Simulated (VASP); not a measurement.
Write the native input for VASP 6.6.1 that does the following.

```
Task                   : single point
Functional             : PBE
Potentials or basis    : VASP PAW PBE potentials, release 64 (Sr_sv, Ag, I)
Cutoff                 : 520 eV
k mesh                 : 6 × 6 × 2
Occupations            : gaussian, width 0.1 eV
Spin                   : no spin polarisation
Dipole correction      : no
Further INCAR settings : ALGO = Normal; EDIFF = 1e-07; NBANDS = 29
```

The structure of SrAgI3 lies in POSCAR:

```
SrAgI3
1.0
    5.7346691300      0.0000000000      0.0000000000
   -2.8673345700      4.9663691500      0.0000000000
    0.0000000000      0.0000000000      8.0143005000
Sr Ag I
1 1 3
Direct
    0.0000000000      0.0000000000      0.5000000000
    0.0000000000      0.0000000000      0.0000000000
    0.5000000000      0.0000000000      0.5000000000
    0.0000000000      0.5000000000      0.5000000000
    0.5000000000      0.5000000000      0.5000000000
```

These files were run (other wordings do the same):

INCAR

```
SYSTEM = SrAgI3
PREC = Accurate ; ENCUT = 520
EDIFF = 1E-7 ; ISMEAR = 0
SIGMA = 0.1 ; LREAL = .FALSE.
LASPH = .TRUE. ; NELM = 100
ALGO = Normal ; ISIF = 2
LWAVE = .FALSE. ; LCHARG = .TRUE.
GGA = PE ; LELF = .TRUE.
LVHAR = .TRUE. ; NBANDS = 29
```

KPOINTS

```
Automatic mesh
0
G
  6 6 2
  0 0 0
```

Potentials or basis: VASP PAW PBE potentials, release 64 (Sr_sv, Ag, I).

Command:

```console
$ cat potpaw_PBE.64/Sr_sv/POTCAR potpaw_PBE.64/Ag/POTCAR potpaw_PBE.64/I/POTCAR > POTCAR
$ mpirun -np 1 vasp_std > vasp.out
```

Results of the run:

```
Pressure               : 16.3 GPa
Band gap on the k mesh : zero (band 21 reaches 4.05 eV, above the bottom of band 22 at 2.45 eV)
```

Caveat: the k points lie up to 0.39 Å⁻¹ apart; spin-orbit coupling is left out, which moves the levels of the heavy elements.

It took 71 s on 1 thread of Intel(R) Xeon(R) 6975P-C (Granite Rapids) (shared host), peak memory 0.41 GiB.
